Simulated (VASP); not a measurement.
Runs of VASP 6.6.1 on LaAg. The structure is that of space group Pm-3m (No. 221), or close to it. The cells are those of the table. 

```csv
cell,gap on the mesh (eV),pressure (GPa)
"a = 3.883, b = 3.883, c = 3.893 Å, 2 atoms",none,-6.9
"a = 3.846, b = 3.846, c = 3.856 Å, 2 atoms",none,-5.9
"a = 3.770, b = 3.770, c = 3.780 Å, 2 atoms",none,(b)
"a = 3.808, b = 3.808, c = 3.818 Å, 2 atoms",none,-4.6
"a = 3.730, b = 3.730, c = 3.740 Å, 2 atoms",none,(a)
```

Alike in all rows: task single point; level LDA; potentials or basis VASP PAW LDA potentials, release 64 (La, Ag); no spin polarisation; k mesh 8 × 8 × 8; cutoff (eV) 520; smearing methfessel-paxton 0.1 eV.

Task: Fill in the values left out.

Result: (a) -1.4; (b) -3.2.

Caveats: spin-orbit coupling is left out, which moves the levels of the heavy elements; the cell stands under tension (at least some runs).

A k mesh can miss the band edges, and the runs leave out spin-orbit coupling on Ag, La.

A gap of «none» marks levels without a gap at the run's occupations.
